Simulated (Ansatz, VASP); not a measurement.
Cu in VASP and in Ansatz

```xyz
4
Lattice="2.4875 0.0000 0.0000 0.0000 2.4875 0.0000 0.0000 0.0000 27.1937" Properties=species:S:1:pos:R:3 pbc="T T T"
Cu    0.6219    0.6219   11.0000
Cu    1.8656    1.8656   12.7096
Cu    0.6219    0.6219   14.4841
Cu    1.8656    1.8656   16.1937
```

Alike in both runs: task single point; functional LDA; k mesh 15 × 15 × 1; occupations fermi-dirac, width 0.08 eV; no spin polarisation.

|  | VASP | Ansatz |
| --- | --- | --- |
| version | VASP 6.6.1 | Ansatz 0.2.0 |
| potentials or method | VASP PAW LDA potentials, release 64 (Cu), cutoff 520 eV | all-electron LAPW, scalar-relativistic |

VASP gave:

| Quantity | Value |
| --- | --- |
| rms of the force components (eV/Å) | 0.017 |

Question: Which values does Ansatz return?

Answer: rms of the force components (eV/Å): 0.000.

LDA's correlation is that of Perdew and Zunger in VASP and of Perdew and Wang (1992) in Ansatz. Atom by atom the forces differ by 0.017 eV/Å (rms over components). Ansatz ran all-electron here, and VASP with PAW potentials.
